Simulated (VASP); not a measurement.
CdS (Hawleyite): single point with PBE

Crystal: CdS (Hawleyite).

```
Cd S
1.0
     0.00000    2.96331    2.96331
     2.96331    0.00000    2.96331
     2.96331    2.96331    0.00000
Cd S
1 1
Direct
  0.00000 0.00000 0.00000
  0.25000 0.25000 0.25000
```

```yaml
Program: VASP 6.6.1
Task: single point
Functional: PBE
Potentials_or_basis: VASP PAW PBE potentials, release 64 (Cd, S)
Cutoff: 520 eV
k_mesh: 6 × 6 × 6
Occupations: gaussian, width 0.01 eV
Spin: no spin polarisation
Dipole_correction: no
Further_INCAR_settings: ALGO = Normal; EDIFF = 1e-06; NBANDS = 16
```

* Pressure: 0.3 GPa
* Band gap on the k mesh: 1.04 eV, direct

Levels at points of the mesh, in eV from the valence-band top:
| k point | band 5 | band 6 | band 7 | band 8 | band 9 | band 10 | band 11 | band 12 | band 13 | band 14 |
| --- | --- | --- | --- | --- | --- | --- | --- | --- | --- | --- |
| (0.00, 0.00, 0.00) | -7.15 | -7.15 | 0.00 | 0.00 | 0.00 | 1.04 | 6.55 | 6.55 | 6.55 | 11.17 |
| (0.50, 0.00, 0.00) | -7.12 | -6.81 | -4.12 | -0.69 | -0.69 | 2.94 | 7.00 | 7.00 | 7.33 | 10.94 |
| (0.50, 0.50, 0.00) | -7.08 | -6.75 | -3.75 | -1.72 | -1.72 | 3.63 | 4.28 | 9.04 | 10.49 | 10.49 |

Run time: 22 s on 1 thread of AMD EPYC 7R13 Processor (Zen 3) (shared host), peak memory 0.13 GiB.
